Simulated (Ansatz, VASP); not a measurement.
## CoO: VASP beside Ansatz

```
Co O
1.0
     0.00000    2.08799    2.08799
     2.08799    0.00000    2.08799
     2.08799    2.08799    0.00000
Co O
1 1
Direct
  0.00000 0.00000 0.00000
  0.50000 0.50000 0.50000
```

Change from the starting cell: volume scaled by 0.94.

Alike in both runs: task single point; functional PBEsol; k mesh 11 × 11 × 11; occupations fermi-dirac, width 0.05 eV; collinear spin.

|  | VASP | Ansatz |
| --- | --- | --- |
| version | VASP 6.6.1 | Ansatz 0.2.0 |
| potentials or method | VASP PAW PBE potentials, release 64 (Co, O), cutoff 520 eV | all-electron LAPW, scalar-relativistic |

Ansatz gave:

- gap on the k mesh at the Fermi level (eV): none
- pressure (GPa): -0.6
- net moment per atom (μB): 1.41
- size of the moment on the site where the two differ most (μB): 2.48

What did VASP give for the same quantities?

gap on the k mesh at the Fermi level (eV): none; pressure (GPa): -1.2; net moment per atom (μB): 1.39; size of the moment on the site where the two differ most (μB): 2.45.

VASP's potentials were made for PBE, not for PBEsol. Site moments also hang on the region over which each program counts them. A gap of «none» marks a metal or a gap that the smearing closes. Ansatz ran all-electron here, and VASP with PAW potentials.
